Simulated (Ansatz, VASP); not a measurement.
## TiCo3: VASP beside Ansatz

```
CELL_PARAMETERS angstrom
3.61400 0.00000 0.00000
0.00000 3.61400 0.00000
0.00000 0.00000 3.61400
ATOMIC_POSITIONS crystal
Ti 0.00000 0.00000 0.00000
Co 0.00000 0.50000 0.50000
Co 0.50000 0.00000 0.50000
Co 0.50000 0.50000 0.00000
```

Alike in both runs: task single point; functional PBEsol; k mesh 12 × 12 × 12; occupations gaussian, width 0.1 eV; collinear spin.

|  | VASP | Ansatz |
| --- | --- | --- |
| version | VASP 6.6.1 | Ansatz 0.2.0 |
| potentials or method | VASP PAW PBE potentials, release 64 (Ti_sv, Co), cutoff 520 eV | scalar-relativistic, plane waves, PAW |
| valence electrons in the cell | 39 | 63 |

|  | VASP | Ansatz | Ansatz less VASP |
| --- | --- | --- | --- |
| gap on the k mesh at the Fermi level (eV) | none | none | - |
| pressure (GPa) | -15.4 | -10.3 | +5.08 |
| net moment per atom (μB) | 0.00 | 0.67 | +0.669 |
| size of the moment on the site where the two differ most (μB) | 0.00 | 1.10 | +1.097 |

The net moments are unlike, so the other rows may belong to different states. VASP's potentials were made for PBE, not for PBEsol. Site moments also hang on the region over which each program counts them. A gap of «none» marks a metal or a gap that the smearing closes. VASP's potentials hold 39 valence electrons a cell and Ansatz's 63, so a difference there can come from the potentials and not from the codes.
